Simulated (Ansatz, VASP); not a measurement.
# ZrN in VASP and in Ansatz

```xyz
2
Lattice="0.0000 2.3000 2.3000 2.3000 0.0000 2.3000 2.3000 2.3000 0.0000" Properties=species:S:1:pos:R:3 pbc="T T T"
Zr    2.3000    2.3000    2.3000
N     0.0000    0.0000    0.0000
```

Alike in both runs: task single point; functional LDA; k mesh 5 × 5 × 5; no spin polarisation.

|  | VASP | Ansatz |
| --- | --- | --- |
| version | VASP 6.6.1 | Ansatz 0.2.0 |
| potentials or method | VASP PAW LDA potentials, release 64 (Zr_sv, N), cutoff 600 eV | plane waves, PAW |
| occupations | methfessel-paxton of order 1, width 0.15 eV | cold, width 0.15 eV |
| valence electrons in the cell | 17 | 17 |

|  | VASP | Ansatz | Ansatz less VASP |
| --- | --- | --- | --- |
| pressure (GPa) | -12.1 | -12.7 | -0.60 |

LDA's correlation is that of Perdew and Zunger in VASP and of Perdew and Wang (1992) in Ansatz.

The k mesh is coarse, so the values compare programs but aren't converged.
